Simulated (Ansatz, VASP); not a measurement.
# LiF in VASP and in Ansatz

```
CELL_PARAMETERS angstrom
-0.04028 1.99386 1.99386
1.99386 -0.04028 1.99386
1.99386 1.99386 -0.04028
ATOMIC_POSITIONS crystal
Li 0.00000 0.00000 0.00000
F 0.50000 0.50000 0.50000
```

Change from the starting cell: equal xy, yz and zx shear strains of -2 %.

Alike in both runs: task single point; functional LDA; k mesh 10 × 10 × 10; occupations fermi-dirac, width 0.03 eV; no spin polarisation.

|  | VASP | Ansatz |
| --- | --- | --- |
| version | VASP 6.6.1 | Ansatz 0.2.0 |
| potentials or method | VASP PAW LDA potentials, release 64 (Li_sv, F), cutoff 520 eV | all-electron LAPW, scalar-relativistic |

```csv
,VASP,Ansatz,Ansatz less VASP
gap on the k mesh at the Fermi level (eV),8.73,8.71,-0.014
```

LDA's correlation is that of Perdew and Zunger in VASP and of Perdew and Wang (1992) in Ansatz. Ansatz ran all-electron here, and VASP with PAW potentials.

Noted on VASP's run: the cutoff is short for stress, so the pressure is rough.
